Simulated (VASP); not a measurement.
Al16Si, 17 atoms in the cell. The cell holds a slab with vacuum, 17 atoms: a = 8.100 Å, b = 5.728 Å, c = 17.296 Å, α = 90.00°, β = 90.00°, γ = 90.00°. 

```yaml
Program: VASP 6.6.1
Task: single point
Functional: PBE
Potentials_or_basis: VASP PAW PBE potentials, release 64 (Al, Si)
Cutoff: 520 eV
k_mesh: 2 × 3 × 1
Occupations: fermi-dirac, width 0.15 eV
Spin: no spin polarisation
Dipole_correction: no
Further_INCAR_settings: LREAL = Auto; ALGO = Normal; EDIFF = 1e-07; NBANDS = 40
```

Potentials or basis: VASP PAW PBE potentials, release 64 (Al, Si).

Run with:

```bash
$ cat potpaw_PBE.64/Al/POTCAR potpaw_PBE.64/Si/POTCAR > POTCAR
$ mpirun -np 1 vasp_std > vasp.out
```

Hardware: 1 thread of Intel(R) Xeon(R) Platinum 8375C CPU @ 2.90GHz (Ice Lake), on a shared host.

Q: How long does it take, and how much memory?

A: It took 3.9 min on 1 thread of Intel(R) Xeon(R) Platinum 8375C CPU @ 2.90GHz (Ice Lake), on a shared host, peak memory 0.76 GiB. Counts: scf iterations 26, k points 4.
